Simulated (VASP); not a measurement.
# InP (F-43m) in VASP: single point with PBEsol

Aim: the single point of InP with PBEsol.

Program: VASP 6.6.1. These are calculated values, not measurements. Logs are shortened: lines on timing, memory, paths and dates and some standing lists are left out, and cuts for length are marked.

### 1 The cell of the first run

It takes space group F-43m (No. 216, cubic). Conventional cell: a = 5.908 Å, b = 5.908 Å, c = 5.908 Å, α = 90.00°, β = 90.00°, γ = 90.00°. In (site symmetry -43m) has 4 P at 2.56 Å within 3.4 Å. Within 3.4 Å of P (site symmetry -43m) lie 4 In at 2.56 Å.

### 2 Single point, PBEsol

Input file INCAR:

```
PREC = Accurate
ENCUT = 520
EDIFF = 1E-6
ISMEAR = 0
SIGMA = 0.01
LREAL = False
LASPH = True
NELM = 80
ALGO = Normal
ISIF = 2
LWAVE = False
LCHARG = False
GGA = PS
NBANDS = 16
```

Input file KPOINTS:

```
Automatic mesh
0
Gamma
  6 6 6
```

Input file POSCAR:

```
InP
1.0
    0.0000000000      2.9537876370      2.9537876370
    2.9537876370      0.0000000000      2.9537876370
    2.9537876370      2.9537876370      0.0000000000
In P
1 1
Direct
    0.0000000000      0.0000000000      0.0000000000
    0.2500000000      0.2500000000      0.2500000000
```

Potentials or basis: VASP PAW PBE potentials, release 64 (In_d, P).

Started as:

```console
$ cat potpaw_PBE.64/In_d/POTCAR potpaw_PBE.64/P/POTCAR > POTCAR
$ mpirun -np 1 vasp_std > vasp.out
```

OUTCAR:

```text
PREC = Accurate
   ENCUT = 520
   EDIFF = 1E-6
   ISMEAR = 0
   LREAL = False
   LASPH = True
   NELM = 80
   ISIF = 2
   GGA = PS

 ion  position               nearest neighbor table
   1  0.000  0.000  0.000-   2 2.56   2 2.56   2 2.56   2 2.56
   2  0.250  0.250  0.250-   1 2.56   1 2.56   1 2.56   1 2.56

  LATTYP: Found a face centered cubic cell.
 ALAT       =     5.9075752740

  Lattice vectors:

 A1 = (   0.0000000000,   2.9537876370,   2.9537876370)
 A2 = (   2.9537876370,   0.0000000000,   2.9537876370)
 A3 = (   2.9537876370,   2.9537876370,   0.0000000000)

Analysis of symmetry for initial positions (statically):
=====================================================================
 Subroutine PRICEL returns:
 Original cell was already a primitive cell.

 Routine SETGRP: Setting up the symmetry group for a
 face centered cubic supercell.

 Subroutine GETGRP returns: Found 24 space group operations
 (whereof 24 operations were pure point group operations)
 out of a pool of 48 trial point group operations.

The static configuration has the point symmetry T_d .

Analysis of symmetry for dynamics (positions and initial velocities):
=====================================================================
 Subroutine PRICEL returns:
 Original cell was already a primitive cell.

 Routine SETGRP: Setting up the symmetry group for a
 face centered cubic supercell.

 Subroutine GETGRP returns: Found 24 space group operations
 (whereof 24 operations were pure point group operations)
 out of a pool of 48 trial point group operations.

The dynamic configuration has the point symmetry T_d .

 Subroutine INISYM returns: Found 24 space group operations
 (whereof 24 operations are pure point group operations),
 and found     1 'primitive' translations

----------------------------------------------------------------------------------------

                                     Primitive cell

  volume of cell :      51.5428

  direct lattice vectors                    reciprocal lattice vectors
     0.000000000  2.953787637  2.953787637    -0.169274187  0.169274187  0.169274187
     2.953787637  0.000000000  2.953787637     0.169274187 -0.169274187  0.169274187
     2.953787637  2.953787637  0.000000000     0.169274187  0.169274187 -0.169274187

  length of vectors
     4.177286537  4.177286537  4.177286537     0.293191492  0.293191492  0.293191492

  position of ions in fractional coordinates (direct lattice)
     0.000000000  0.000000000  0.000000000
     0.250000000  0.250000000  0.250000000

  ion indices of the primitive-cell ions
   primitive index   ion index
                 1           1
                 2           2

----------------------------------------------------------------------------------------

 KPOINTS: Automatic mesh

Automatic generation of k-mesh.
 Grid dimensions read from file:
 generate k-points for:    6    6    6

 Generating k-lattice:

  Cartesian coordinates                     Fractional coordinates (reciprocal lattice)
    -0.028212364  0.028212364  0.028212364     0.166666667  0.000000000  0.000000000
     0.028212364 -0.028212364  0.028212364     0.000000000  0.166666667  0.000000000
     0.028212364  0.028212364 -0.028212364     0.000000000  0.000000000  0.166666667

  Length of vectors
     0.048865249  0.048865249  0.048865249

  Shift w.r.t. Gamma in fractional coordinates (k-lattice)
     0.000000000  0.000000000  0.000000000

 Subroutine IBZKPT returns following result:
 ===========================================

 Found     16 irreducible k-points:

 Following reciprocal coordinates:
            Coordinates               Weight
  0.000000  0.000000  0.000000      1.000000
  0.166667  0.000000  0.000000      8.000000
  0.333333  0.000000  0.000000      8.000000
  0.500000  0.000000  0.000000      4.000000
  0.166667  0.166667  0.000000      6.000000
  0.333333  0.166667  0.000000     24.000000
[... 8 lines left out ...]
 -0.333333  0.333333  0.166667     24.000000
 -0.333333  0.500000  0.166667     12.000000
   k-points           NKPTS =     16   k-points in BZ     NKDIM =     16   number of bands    NBANDS=     16
   number of dos      NEDOS =    301   number of ions     NIONS =      2
   total plane-waves  NPLWV =  32768
   dimension x,y,z NGX =    32 NGY =   32 NGZ =   32
   dimension x,y,z NGXF=    64 NGYF=   64 NGZF=   64
   ions per type =               1   1
   NGX,Y,Z   is equivalent  to a cutoff of  12.74, 12.74, 12.74 a.u.
   NGXF,Y,Z  is equivalent  to a cutoff of  25.47, 25.47, 25.47 a.u.
 SYSTEM =  unknown system
   PREC   = accura    normal or accurate (medium, high low for compatibility)
   ISTART =      0    job   : 0-new  1-cont  2-samecut
   ICHARG =      2    charge: 1-file 2-atom 10-const
   ISPIN  =      1    spin polarized calculation?
   LNONCOLLINEAR =      F non collinear calculations
   LSORBIT =      F    spin-orbit coupling
   LASPH  =      T    aspherical Exc in radial PAW
   ENCUT  =  520.0 eV  38.22 Ry    6.18 a.u.   7.77  7.77  7.77*2*pi/ulx,y,z
   NELM   =     80;   NELMIN=  2; NELMDL= -5     # of ELM steps
   EDIFF  = 0.1E-05   stopping-criterion for ELM
   LREAL  =      F    real-space projection
   EDIFFG = 0.1E-04   stopping-criterion for IOM
   NSW    =      0    number of steps for IOM
   IBRION =     -1    ionic relax: 0-MD 1-quasi-New 2-CG
   NFREE  =      0    steps in history (QN), initial steepest desc. (CG)
   ISIF   =      2    stress and relaxation
   ISYM   =      2    0-nonsym 1-usesym 2-fastsym
   POTIM  = 0.5000    time-step for ionic-motion
   TEBEG  =    0.0;   TEEND  =   0.0 temperature during run
   PSTRESS=    0.0 pullay stress
   NELECT =      18.0000    total number of electrons
   NUPDOWN=      -1.0000    fix difference up-down
   EMIN   =  10.00;   EMAX   =-10.00  energy-range for DOS
   EFERMI =   0.00;   METHOD = LEGACY
   ISMEAR =     0;   SIGMA  =   0.01  broadening in eV -4-tet -1-fermi 0-gaus
   EFERMI_NEDOS =   21; number of points for ismear=-14 and -15
   IALGO  =     38    algorithm
   IMIX   =      4    mixing-type and parameters
     AMIX     =   0.40;   BMIX     =  1.00
     AMIX_MAG =   1.60;   BMIX_MAG =  1.00
  volume/ion in A,a.u.               =      25.77       173.91
  Fermi-wavevector in a.u.,A,eV,Ry     =   1.152860  2.178589 18.083301  1.329085
  Thomas-Fermi vector in A             =   2.289508
   LORBIT       =      0    0 simple, 1 ext, 2 COOP (PROOUT), +10 PAW based schemes
   GGA     = PS    functional components
   LHFCALC =     F    Hartree Fock is set to
   AEXX    =    0.0000 exact exchange contribution
   IVDW    =     0    specifies the selected vdW correction
   LEPSILON=     F    determine dielectric tensor
   LRPA    =     F    only Hartree local field effects (RPA)
 non-spin polarized calculation
 Gauss-broadening in eV      SIGMA  =   0.01
  energy-cutoff  :      520.00
  volume of cell :       51.54
 maximum number of plane-waves:      1411
   NGX = 15   NGY = 15   NGZ = 15

 number of electron      18.0000009 magnetization

 Free energy of the ion-electron system (eV)
  ---------------------------------------------------
  ext. energy  EPLUGINS =         0.00000000
  ---------------------------------------------------
  free energy    TOTEN  =        -9.14085250 eV

  energy without entropy =       -9.14085250  energy(sigma->0) =       -9.14085250

 E-fermi :   4.9384     XC(G=0):  -9.3725

 val. band max:        4.8418561893   @ k =   0.0000   0.0000   0.0000
 cond. band min:       5.3264173671   @ k =   0.0000   0.0000   0.0000
 fundamental gap:      0.4845611778
 Fermi energy:         4.9384313802

 k-point     1 :       0.0000    0.0000    0.0000
  band No.  band energies     occupation
      1      -9.2686      2.00000
      2      -9.2686      2.00000
      3      -9.2686      2.00000
      4      -9.1260      2.00000
      5      -9.1260      2.00000
      6      -6.5458      2.00000
[... 8 lines left out ...]
     15      14.2289      0.00000
     16      14.2289      0.00000

 k-point     2 :       0.1667    0.0000    0.0000
  band No.  band energies     occupation
      1      -9.2980      2.00000
      2      -9.2570      2.00000
      3      -9.2570      2.00000
      4      -9.1256      2.00000
      5      -9.1256      2.00000
      6      -6.2414      2.00000
[... 8 lines left out ...]
     15      13.3745      0.00000
     16      14.0429      0.00000

 k-point     3 :       0.3333    0.0000    0.0000
  band No.  band energies     occupation
      1      -9.3530      2.00000
      2      -9.2384      2.00000
      3      -9.2384      2.00000
      4      -9.1195      2.00000
      5      -9.1195      2.00000
      6      -5.4559      2.00000
[... 8 lines left out ...]
     15      13.8407      0.00000
     16      13.8407      0.00000

 k-point     4 :       0.5000    0.0000    0.0000
  band No.  band energies     occupation
      1      -9.3789      2.00000
      2      -9.2322      2.00000
      3      -9.2322      2.00000
      4      -9.1133      2.00000
      5      -9.1133      2.00000
      6      -4.8728      2.00000
[... 8 lines left out ...]
     15      15.3895      0.00000
     16      15.3895      0.00000

 k-point     5 :       0.1667    0.1667    0.0000
  band No.  band energies     occupation
      1      -9.3191      2.00000
      2      -9.2450      2.00000
      3      -9.2450      2.00000
      4      -9.1361      2.00000
      5      -9.1178      2.00000
      6      -6.1412      2.00000
[... 8 lines left out ...]
     15      14.4820      0.00000
     16      15.0211      0.00000

 k-point     6 :       0.3333    0.1667    0.0000
  band No.  band energies     occupation
      1      -9.3621      2.00000
      2      -9.2284      2.00000
      3      -9.2235      2.00000
      4      -9.1405      2.00000
      5      -9.1107      2.00000
      6      -5.5078      2.00000
[... 8 lines left out ...]
     15      14.7305      0.00000
     16      15.3659      0.00000

 k-point     7 :       0.5000    0.1667    0.0000
  band No.  band energies     occupation
      1      -9.3865      2.00000
      2      -9.2245      2.00000
      3      -9.2152      2.00000
      4      -9.1298      2.00000
      5      -9.1102      2.00000
      6      -4.7572      2.00000
[... 8 lines left out ...]
     15      15.4456      0.00000
     16      15.5885      0.00000

 k-point     8 :      -0.3333    0.1667    0.0000
  band No.  band energies     occupation
      1      -9.3751      2.00000
      2      -9.2276      2.00000
      3      -9.2223      2.00000
      4      -9.1233      2.00000
      5      -9.1192      2.00000
      6      -4.9670      2.00000
[... 8 lines left out ...]
     15      14.6638      0.00000
     16      15.8138      0.00000

 k-point     9 :      -0.1667    0.1667    0.0000
  band No.  band energies     occupation
      1      -9.3355      2.00000
      2      -9.2432      2.00000
      3      -9.2380      2.00000
      4      -9.1308      2.00000
      5      -9.1190      2.00000
      6      -5.7705      2.00000
[... 8 lines left out ...]
     15      14.1501      0.00000
     16      15.5089      0.00000

 k-point    10 :       0.3333    0.3333    0.0000
  band No.  band energies     occupation
      1      -9.4043      2.00000
      2      -9.1961      2.00000
      3      -9.1961      2.00000
      4      -9.1604      2.00000
      5      -9.1013      2.00000
      6      -5.0854      2.00000
[... 8 lines left out ...]
     15      15.1318      0.00000
     16      17.8668      0.00000

 k-point    11 :       0.5000    0.3333    0.0000
  band No.  band energies     occupation
      1      -9.4201      2.00000
      2      -9.1931      2.00000
      3      -9.1840      2.00000
      4      -9.1585      2.00000
      5      -9.1006      2.00000
      6      -4.4500      2.00000
[... 8 lines left out ...]
     15      15.6271      0.00000
     16      16.6802      0.00000

 k-point    12 :      -0.3333    0.3333    0.0000
  band No.  band energies     occupation
      1      -9.4017      2.00000
      2      -9.2117      2.00000
      3      -9.1943      2.00000
      4      -9.1393      2.00000
      5      -9.1147      2.00000
      6      -4.3792      2.00000
[... 8 lines left out ...]
     15      13.9502      0.00000
     16      17.7622      0.00000

 k-point    13 :       0.5000    0.5000    0.0000
  band No.  band energies     occupation
      1      -9.4418      2.00000
      2      -9.1738      2.00000
      3      -9.1708      2.00000
      4      -9.1708      2.00000
      5      -9.0931      2.00000
      6      -4.2346      2.00000
[... 8 lines left out ...]
     15      15.5903      0.00000
     16      16.5321      0.00000

 k-point    14 :       0.5000    0.3333    0.1667
  band No.  band energies     occupation
      1      -9.3916      2.00000
      2      -9.2178      2.00000
      3      -9.2003      2.00000
      4      -9.1443      2.00000
      5      -9.1089      2.00000
      6      -4.8435      2.00000
[... 8 lines left out ...]
     15      15.7531      0.00000
     16      16.4418      0.00000

 k-point    15 :      -0.3333    0.3333    0.1667
  band No.  band energies     occupation
      1      -9.4006      2.00000
      2      -9.2184      2.00000
      3      -9.1903      2.00000
      4      -9.1391      2.00000
      5      -9.1134      2.00000
      6      -4.3782      2.00000
[... 8 lines left out ...]
     15      15.7394      0.00000
     16      16.2785      0.00000

 k-point    16 :      -0.3333    0.5000    0.1667
  band No.  band energies     occupation
      1      -9.4190      2.00000
      2      -9.2012      2.00000
      3      -9.1781      2.00000
      4      -9.1526      2.00000
      5      -9.1055      2.00000
      6      -4.1793      2.00000
[... 8 lines left out ...]
     15      15.9890      0.00000
     16      16.6606      0.00000

------------------------ aborting loop because EDIFF is reached ----------------------------------------

  FORCE on cell =-STRESS in cart. coord.  units (eV):
  Direction    XX          YY          ZZ          XY          YZ          ZX
  --------------------------------------------------------------------------------------
  -------------------------------------------------------------------------------------
  Total       -0.3169074     -0.3169074     -0.3169074     -0.0000000      0.0000000     -0.0000000
  in kB       -9.8508841     -9.8508841     -9.8508841     -0.0000000      0.0000000     -0.0000000
  external PRESSURE =      -9.8508841 kB  Pullay stress =       0.0000000 kB

 VOLUME and BASIS-vectors are now :
 -----------------------------------------------------------------------------
  energy-cutoff  :      520.00
  volume of cell :       51.54
      direct lattice vectors                 reciprocal lattice vectors
     0.000000000  2.953787637  2.953787637    -0.169274187  0.169274187  0.169274187
     2.953787637  0.000000000  2.953787637     0.169274187 -0.169274187  0.169274187
     2.953787637  2.953787637  0.000000000     0.169274187  0.169274187 -0.169274187

 POSITION                                       TOTAL-FORCE (eV/Angst)
 -----------------------------------------------------------------------------------
      0.00000      0.00000      0.00000         0.000000      0.000000      0.000000
      1.47689      1.47689      1.47689        -0.000000     -0.000000     -0.000000
 -----------------------------------------------------------------------------------
    total drift:                               -0.000000     -0.000000     -0.000000

  FREE ENERGIE OF THE ION-ELECTRON SYSTEM (eV)
  ---------------------------------------------------
  free  energy   TOTEN  =        -9.1408524997 eV

  energy  without entropy=       -9.1408524997  energy(sigma->0) =       -9.14085250
```

Run time: 19 s. Hardware: 1 thread of AMD EPYC 7R13, shared host; peak memory 0.15 GiB.

What came out:

| Item | Value |
| --- | --- |
| Free energy | -9.1409 eV |
| Pressure | -1.0 GPa |
| Band gap on the k mesh | 0.48 eV, direct |

Levels at points of the mesh, in eV from the valence-band top:
```tsv
k point	band 5	band 6	band 7	band 8	band 9	band 10	band 11	band 12	band 13	band 14
(0.00, 0.00, 0.00)	-13.97	-11.39	0.00	0.00	0.00	0.48	4.01	4.01	4.01	8.24
(0.50, 0.00, 0.00)	-13.96	-9.71	-5.68	-0.95	-0.95	1.34	4.73	4.73	6.90	9.20
(0.50, 0.50, 0.00)	-13.93	-9.08	-5.72	-2.28	-2.28	1.67	2.16	8.95	9.37	9.37
```

Caveat: the PAW data sets were made with another functional, which shifts forces and pressure a little; spin-orbit coupling is left out, which moves the levels of the heavy elements. As with any semilocal functional, this PBEsol gap is likely too small.
